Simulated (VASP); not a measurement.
# BPb2 (P6_3/mmc) in VASP: single point with r2SCAN

Aim: the single point of BPb2 with r2SCAN.

Program: VASP 6.6.1. These are calculated values, not measurements. Logs are shortened: lines on timing, memory, paths and dates and some standing lists are left out, and cuts for length are marked.

**1. The cell of the first run**

The structure is hexagonal, space group P6_3/mmc (No. 194). Conventional cell: a = 3.363 Å, b = 3.363 Å, c = 13.079 Å, α = 90.00°, β = 90.00°, γ = 120.00°. Within 3.3 Å of B (site symmetry -6m2) lie 6 Pb at 2.52 Å. Pb (site symmetry 3m) has 3 B at 2.52 Å and 1 Pb at 3.20 Å within 3.3 Å.

**2. Single point, r2SCAN**

POSCAR

```
BPb2
1.0
    3.3626222638      0.0000000000      0.0000000000
   -1.6813111319      2.9121163038      0.0000000000
    0.0000000000      0.0000000000     13.0792216976
B Pb
2 4
Direct
    0.3333333333      0.6666666667      0.2500000000
    0.6666666667      0.3333333333      0.7500000000
    0.3333333333      0.6666666667      0.6275000000
    0.6666666667      0.3333333333      0.1275000000
    0.3333333333      0.6666666667      0.8725000000
    0.6666666667      0.3333333333      0.3725000000
```

INCAR.step1

```
SYSTEM = BPb2
PREC = Accurate ; ENCUT = 520
ISMEAR = 0 ; SIGMA = 0.1
LREAL = .FALSE. ; LASPH = .TRUE.
NELM = 60 ; NBANDS = 40
GGA = PE ; ALGO = Normal
EDIFF = 1E-4 ; LWAVE = .TRUE.
LCHARG = .FALSE.
```

INCAR.step2

```
SYSTEM = BPb2
PREC = Accurate ; ENCUT = 520
EDIFF = 1E-6 ; ISMEAR = 0
SIGMA = 0.1 ; LREAL = .FALSE.
LASPH = .TRUE. ; NELM = 60
ALGO = Normal ; ISIF = 2
LWAVE = .FALSE. ; LCHARG = .FALSE.
METAGGA = R2SCAN ; LMIXTAU = .TRUE.
NBANDS = 40 ; ISTART = 1
```

KPOINTS

```
Automatic mesh
0
G
  6 6 2
  0 0 0
```

Potentials or basis: VASP PAW PBE potentials, release 64 (B, Pb_d).

Launch:

```bash
$ cat potpaw_PBE.64/B/POTCAR potpaw_PBE.64/Pb_d/POTCAR > POTCAR
$ cp INCAR.step1 INCAR
$ mpirun -np 1 vasp_std > vasp.out
$ cp INCAR.step2 INCAR
$ mpirun -np 1 vasp_std > vasp.out
```

OUTCAR:

```text
SYSTEM = BPb2
   PREC = Accurate
   ENCUT = 520
   EDIFF = 1E-6
   ISMEAR = 0
   LREAL = .FALSE.
   LASPH = .TRUE.
   NELM = 60
   ISIF = 2
   METAGGA = R2SCAN
   ISTART = 1

 ion  position               nearest neighbor table
   1  0.333  0.667  0.250-   4 2.52   6 2.52   4 2.52   6 2.52   4 2.52   6 2.52
   2  0.667  0.333  0.750-   3 2.52   5 2.52   3 2.52   5 2.52   3 2.52   5 2.52
   3  0.333  0.667  0.627-   2 2.52   2 2.52   2 2.52   5 3.20   6 3.86   6 3.86   6 3.86
   4  0.667  0.333  0.127-   1 2.52   1 2.52   1 2.52   6 3.20   5 3.86   5 3.86   5 3.86
   5  0.333  0.667  0.873-   2 2.52   2 2.52   2 2.52   3 3.20   4 3.86   4 3.86   4 3.86
   6  0.667  0.333  0.373-   1 2.52   1 2.52   1 2.52   4 3.20   3 3.86   3 3.86   3 3.86

  LATTYP: Found a hexagonal cell.
 ALAT       =     3.3626222638
 C/A-ratio  =     3.8895899306

  Lattice vectors:

 A1 = (   3.3626222638,   0.0000000000,   0.0000000000)
 A2 = (  -1.6813111319,   2.9121163038,   0.0000000000)
 A3 = (   0.0000000000,   0.0000000000,  13.0792216976)

Analysis of symmetry for initial positions (statically):
=====================================================================
 Subroutine PRICEL returns:
 Original cell was already a primitive cell.

 Routine SETGRP: Setting up the symmetry group for a
 hexagonal supercell.

 Subroutine GETGRP returns: Found 24 space group operations
 (whereof 12 operations were pure point group operations)
 out of a pool of 24 trial point group operations.

The static configuration has the point symmetry D_3d.
 The point group associated with its full space group is D_6h.

Analysis of symmetry for dynamics (positions and initial velocities):
=====================================================================
 Subroutine PRICEL returns:
 Original cell was already a primitive cell.

 Routine SETGRP: Setting up the symmetry group for a
 hexagonal supercell.

 Subroutine GETGRP returns: Found 24 space group operations
 (whereof 12 operations were pure point group operations)
 out of a pool of 24 trial point group operations.

The dynamic configuration has the point symmetry D_3d.
 The point group associated with its full space group is D_6h.

 Subroutine INISYM returns: Found 24 space group operations
 (whereof 12 operations are pure point group operations),
 and found     1 'primitive' translations

----------------------------------------------------------------------------------------

                                     Primitive cell

  volume of cell :     128.0763

  direct lattice vectors                    reciprocal lattice vectors
     3.362622264  0.000000000  0.000000000     0.297386956  0.171696439  0.000000000
    -1.681311132  2.912116304  0.000000000     0.000000000  0.343392878  0.000000000
     0.000000000  0.000000000 13.079221698     0.000000000  0.000000000  0.076457149

  length of vectors
     3.362622264  3.362622264 13.079221698     0.343392878  0.343392878  0.076457149

  position of ions in fractional coordinates (direct lattice)
     0.333333333  0.666666667  0.250000000
     0.666666667  0.333333333  0.750000000
     0.333333333  0.666666667  0.627500000
     0.666666667  0.333333333  0.127500000
     0.333333333  0.666666667  0.872500000
     0.666666667  0.333333333  0.372500000

  ion indices of the primitive-cell ions
   primitive index   ion index
                 1           1
                 2           2
                 3           3
                 4           4
                 5           5
                 6           6

----------------------------------------------------------------------------------------

 KPOINTS: Automatic mesh

Automatic generation of k-mesh.
 Grid dimensions read from file:
 generate k-points for:    6    6    2

 Generating k-lattice:

  Cartesian coordinates                     Fractional coordinates (reciprocal lattice)
     0.049564493  0.028616073  0.000000000     0.166666667 -0.000000000  0.000000000
     0.000000000  0.057232146  0.000000000     0.000000000  0.166666667  0.000000000
     0.000000000  0.000000000  0.038228574     0.000000000  0.000000000  0.500000000

  Length of vectors
     0.057232146  0.057232146  0.038228574

  Shift w.r.t. Gamma in fractional coordinates (k-lattice)
     0.000000000  0.000000000  0.000000000

 Subroutine IBZKPT returns following result:
 ===========================================

 Found     14 irreducible k-points:

 Following reciprocal coordinates:
            Coordinates               Weight
  0.000000  0.000000  0.000000      1.000000
  0.166667  0.000000  0.000000      6.000000
  0.333333  0.000000  0.000000      6.000000
  0.500000  0.000000  0.000000      3.000000
  0.166667  0.166667  0.000000      6.000000
  0.333333  0.166667  0.000000     12.000000
  0.333333  0.333333  0.000000      2.000000
  0.000000  0.000000  0.500000      1.000000
  0.166667  0.000000  0.500000      6.000000
  0.333333  0.000000  0.500000      6.000000
  0.500000  0.000000  0.500000      3.000000
  0.166667  0.166667  0.500000      6.000000
  0.333333  0.166667  0.500000     12.000000
  0.333333  0.333333  0.500000      2.000000
   k-points           NKPTS =     14   k-points in BZ     NKDIM =     14   number of bands    NBANDS=     40
   number of dos      NEDOS =    301   number of ions     NIONS =      6
   total plane-waves  NPLWV =  76832
   dimension x,y,z NGX =    28 NGY =   28 NGZ =   98
   dimension x,y,z NGXF=    56 NGYF=   56 NGZF=  196
   ions per type =               2   4
   NGX,Y,Z   is equivalent  to a cutoff of  13.84, 13.84, 12.46 a.u.
   NGXF,Y,Z  is equivalent  to a cutoff of  27.69, 27.69, 24.91 a.u.
 SYSTEM =  BPb2
   PREC   = accura    normal or accurate (medium, high low for compatibility)
   ISTART =      1    job   : 0-new  1-cont  2-samecut
   ICHARG =      0    charge: 1-file 2-atom 10-const
   ISPIN  =      1    spin polarized calculation?
   LNONCOLLINEAR =      F non collinear calculations
   LSORBIT =      F    spin-orbit coupling
   LASPH  =      T    aspherical Exc in radial PAW
   ENCUT  =  520.0 eV  38.22 Ry    6.18 a.u.   6.25  6.25 24.32*2*pi/ulx,y,z
   NELM   =     60;   NELMIN=  2; NELMDL=  0     # of ELM steps
   EDIFF  = 0.1E-05   stopping-criterion for ELM
   LREAL  =      F    real-space projection
   EDIFFG = 0.1E-04   stopping-criterion for IOM
   NSW    =      0    number of steps for IOM
   IBRION =     -1    ionic relax: 0-MD 1-quasi-New 2-CG
   NFREE  =      0    steps in history (QN), initial steepest desc. (CG)
   ISIF   =      2    stress and relaxation
   ISYM   =      2    0-nonsym 1-usesym 2-fastsym
   POTIM  = 0.5000    time-step for ionic-motion
   TEBEG  =    0.0;   TEEND  =   0.0 temperature during run
   PSTRESS=    0.0 pullay stress
   NELECT =      62.0000    total number of electrons
   NUPDOWN=      -1.0000    fix difference up-down
   EMIN   =  10.00;   EMAX   =-10.00  energy-range for DOS
   EFERMI =   0.00;   METHOD = LEGACY
   ISMEAR =     0;   SIGMA  =   0.10  broadening in eV -4-tet -1-fermi 0-gaus
   EFERMI_NEDOS =   21; number of points for ismear=-14 and -15
   IALGO  =     38    algorithm
   IMIX   =      4    mixing-type and parameters
     AMIX     =   0.40;   BMIX     =  1.00
     AMIX_MAG =   1.60;   BMIX_MAG =  1.00
  volume/ion in A,a.u.               =      21.35       144.05
  Fermi-wavevector in a.u.,A,eV,Ry     =   1.285432  2.429115 22.481394  1.652336
  Thomas-Fermi vector in A             =   2.417567
   LORBIT       =      0    0 simple, 1 ext, 2 COOP (PROOUT), +10 PAW based schemes
   METAGGA = R2SCAN    functional components
   LHFCALC =     F    Hartree Fock is set to
   AEXX    =    0.0000 exact exchange contribution
   IVDW    =     0    specifies the selected vdW correction
   LEPSILON=     F    determine dielectric tensor
   LRPA    =     F    only Hartree local field effects (RPA)
 non-spin polarized calculation
 Gauss-broadening in eV      SIGMA  =   0.10
  energy-cutoff  :      520.00
  volume of cell :      128.08
 maximum number of plane-waves:      3481
 NGX is ok and might be reduce to    28
   NGX = 13   NGY = 13   NGZ = 49

 number of electron      62.0000005 magnetization

 Free energy of the ion-electron system (eV)
  ---------------------------------------------------
  ext. energy  EPLUGINS =         0.00000000
  ---------------------------------------------------
  free energy    TOTEN  =      -234.33753384 eV

  energy without entropy =     -234.32344223  energy(sigma->0) =     -234.33048803

 E-fermi :   7.5850     XC(G=0): -11.3187

 val. band max:        7.5398709271   @ k =   0.5000   0.0000   0.0000
 cond. band min:       7.8624442912   @ k =   0.3333   0.0000   0.0000
 fundamental gap:      0.3225733642
 Fermi energy:         7.5849924224

 k-point     1 :       0.0000    0.0000    0.0000
  band No.  band energies     occupation
      1     -10.0735      2.00000
      2     -10.0548      2.00000
      3      -9.9683      2.00000
      4      -9.9683      2.00000
      5      -9.9609      2.00000
      6      -9.9609      2.00000
[... 32 lines left out ...]
     39      15.4283      0.00000
     40      15.8333      0.00000

 k-point     2 :       0.1667    0.0000    0.0000
  band No.  band energies     occupation
      1     -10.0455      2.00000
      2     -10.0384      2.00000
      3      -9.9736      2.00000
      4      -9.9710      2.00000
      5      -9.9658      2.00000
      6      -9.9638      2.00000
[... 32 lines left out ...]
     39      15.3169      0.00000
     40      15.3340      0.00000

 k-point     3 :       0.3333    0.0000    0.0000
  band No.  band energies     occupation
      1     -10.1312      2.00000
      2     -10.1168      2.00000
      3     -10.0638      2.00000
      4     -10.0494      2.00000
      5      -9.9887      2.00000
      6      -9.9332      2.00000
[... 32 lines left out ...]
     39      13.3995      0.00000
     40      13.9749      0.00000

 k-point     4 :       0.5000    0.0000    0.0000
  band No.  band energies     occupation
      1     -10.1853      2.00000
      2     -10.1684      2.00000
      3     -10.1099      2.00000
      4     -10.0929      2.00000
      5     -10.0433      2.00000
      6      -9.9927      2.00000
[... 32 lines left out ...]
     39      12.5030      0.00000
     40      12.6725      0.00000
[... 342 lines left out ...]
     39      14.0534      0.00000
     40      14.0534      0.00000

 k-point    13 :       0.3333    0.1667    0.5000
  band No.  band energies     occupation
      1     -10.0899      2.00000
      2     -10.0899      2.00000
      3      -9.9930      2.00000
      4      -9.9930      2.00000
      5      -9.9640      2.00000
      6      -9.9640      2.00000
[... 32 lines left out ...]
     39      13.1047      0.00000
     40      13.1047      0.00000

 k-point    14 :       0.3333    0.3333    0.5000
  band No.  band energies     occupation
      1     -10.0298      2.00000
      2     -10.0298      2.00000
      3      -9.9285      2.00000
      4      -9.9285      2.00000
      5      -9.8539      2.00000
      6      -9.8539      2.00000
[... 32 lines left out ...]
     39      13.3759      0.00000
     40      13.4075      0.00000

------------------------ aborting loop because EDIFF is reached ----------------------------------------

  FORCE on cell =-STRESS in cart. coord.  units (eV):
  Direction    XX          YY          ZZ          XY          YZ          ZX
  --------------------------------------------------------------------------------------
  -------------------------------------------------------------------------------------
  Total       11.3938961     11.3938961      2.1890243     -0.0000000      0.0000000      0.0000000
  in kB      142.5325768    142.5325768     27.3837210     -0.0000000      0.0000000      0.0000000
  external PRESSURE =     104.1496249 kB  Pullay stress =       0.0000000 kB

 VOLUME and BASIS-vectors are now :
 -----------------------------------------------------------------------------
  energy-cutoff  :      520.00
  volume of cell :      128.08
      direct lattice vectors                 reciprocal lattice vectors
     3.362622264  0.000000000  0.000000000     0.297386956  0.171696439  0.000000000
    -1.681311132  2.912116304  0.000000000     0.000000000  0.343392878  0.000000000
     0.000000000  0.000000000 13.079221698     0.000000000  0.000000000  0.076457149

 POSITION                                       TOTAL-FORCE (eV/Angst)
 -----------------------------------------------------------------------------------
     -0.00000      1.94141      3.26981         0.000000      0.000000     -0.000000
      1.68131      0.97071      9.80942         0.000000      0.000000     -0.000000
     -0.00000      1.94141      8.20721         0.000000     -0.000000     -0.080471
      1.68131      0.97071      1.66760        -0.000000      0.000000     -0.080471
     -0.00000      1.94141     11.41162         0.000000     -0.000000      0.080471
      1.68131      0.97071      4.87201        -0.000000      0.000000      0.080471
 -----------------------------------------------------------------------------------
    total drift:                               -0.000000      0.000000     -0.000000

  FREE ENERGIE OF THE ION-ELECTRON SYSTEM (eV)
  ---------------------------------------------------
  free  energy   TOTEN  =      -234.3375338413 eV

  energy  without entropy=     -234.3234422271  energy(sigma->0) =     -234.33048803
```

It took 3.7 min on 1 thread of Intel Xeon Platinum 8488C (Sapphire Rapids), shared host; peak memory 0.31 GiB.

Results:

- Free energy: -234.3375 eV
- Pressure: 10.4 GPa
- Largest force: 0.080 eV/Å
- Band gap on the k mesh: zero (band 31 reaches 9.77 eV, above the bottom of band 32 at 5.92 eV)

Forces in eV/Å, atoms in the order of the input:
```
B    0.000  0.000  0.000
B    0.000  0.000  0.000
Pb   0.000  0.000 -0.080
Pb   0.000  0.000 -0.080
Pb   0.000  0.000  0.080
Pb   0.000  0.000  0.080
```

Levels at points of the mesh, in eV from the Fermi level:
```csv
k point,band 29,band 30,band 31,band 32,band 33,band 34,band 35,band 36
"(0.00, 0.00, 0.00)",2.16,2.16,2.19,2.19,4.58,6.62,7.09,7.54
"(0.50, 0.00, 0.00)",-2.72,-1.25,-0.20,-0.05,0.76,1.75,2.19,4.11
"(0.00, 0.00, 0.50)",2.17,2.17,2.17,2.17,5.62,5.62,7.65,7.65
"(0.50, 0.00, 0.50)",-1.93,-1.93,-0.13,-0.13,1.07,1.07,3.18,3.18
```

Caveat: the PAW data sets were made with another functional, which shifts forces and pressure a little; spin-orbit coupling is left out, which moves the levels of the heavy elements.
